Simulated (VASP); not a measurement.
A run of VASP 6.6.1:

INCAR

```
ALGO = Normal ; EDIFF = 1E-6
ENCUT = 520 ; GGA = PE
ISIF = 2 ; ISMEAR = -1
LASPH = True ; LCHARG = False
LREAL = False ; LWAVE = False
NBANDS = 22 ; NELM = 100
PREC = Accurate ; SIGMA = 0.15
```

The input KPOINTS:

```
k-points
0
Gamma
  8 8 8
```

Contents of POSCAR:

```
Li
1.0
    5.4593371749      0.0000000000      0.0000000000
    0.0000000000      5.4593371749      0.0000000000
    0.0000000000      0.0000000000      5.4593371749
Li
8
Direct
    0.5000000000      0.5000000000      0.5000000000
    0.0000000000      0.0000000000      0.0000000000
    0.2500000000      0.0000000000      0.5000000000
    0.5000000000      0.2500000000      0.0000000000
    0.5000000000      0.7500000000      0.0000000000
    0.7500000000      0.0000000000      0.5000000000
    0.0000000000      0.5000000000      0.7500000000
    0.0000000000      0.5000000000      0.2500000000
```

Potentials or basis: VASP PAW PBE potentials, release 64 (Li_sv).

The run is started by

```bash
$ cat potpaw_PBE.64/Li_sv/POTCAR > POTCAR
$ mpirun -np 1 vasp_std > vasp.out
```

Hardware: 1 thread of Intel(R) Xeon(R) 6975P-C (Granite Rapids), with other jobs on the host.

Task: How long does it take, and how much memory?

Result: Run time: 42 s on 1 thread of Intel(R) Xeon(R) 6975P-C (Granite Rapids) (shared host), peak memory 0.27 GiB. Counts: scf iterations 11, k points 35.
